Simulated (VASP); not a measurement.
Set up this calculation in VASP 6.6.1, as the native input.

- Task: single point
- Functional: LDA
- Potentials or basis: VASP PAW LDA potentials, release 64 (C)
- Cutoff: 520 eV
- k mesh: 14 × 14 × 8
- Occupations: fermi-dirac, width 0.1 eV
- Spin: no spin polarisation
- Dipole correction: no
- Further INCAR settings: ALGO = Normal; EDIFF = 1e-06; NBANDS = 11

The structure of C lies in POSCAR:

```
C
1.0
    2.1273203100     -1.2282824400      0.0000000000
    2.1273203100      1.2282824400      0.0000000000
   -1.3790696300      0.0000000000      3.5028300800
C
2
Direct
    0.8333555300      0.8333555300      0.0000930400
    0.1666444700      0.1666444700      0.9999069600
```

The input as run:

INCAR

```
SYSTEM = C
PREC = Accurate ; ENCUT = 520
EDIFF = 1E-6 ; ISMEAR = -1
SIGMA = 0.1 ; LREAL = .False.
LASPH = .True. ; NELM = 100
ALGO = Normal ; ISIF = 2
LWAVE = .False. ; LCHARG = .True.
GGA = CA ; LELF = .True.
LVHAR = .True. ; NBANDS = 11
```

KPOINTS

```
regular mesh
0
Gamma
  14 14 8
  0 0 0
```

Potentials or basis: VASP PAW LDA potentials, release 64 (C).

Launch:

```console
$ cat potpaw_LDA.64/C/POTCAR > POTCAR
$ mpirun -np 1 vasp_std > vasp.out
```

It gave:

```yaml
Pressure: -3.4 GPa
Largest_force: 0.005 eV/Å
Band_gap_on_the_k_mesh: 0.77 eV, indirect (least direct gap 0.79 eV)
```

It took 25 s on 1 thread of Intel(R) Xeon(R) 6975P-C (Granite Rapids), on a shared host, peak memory 0.16 GiB.
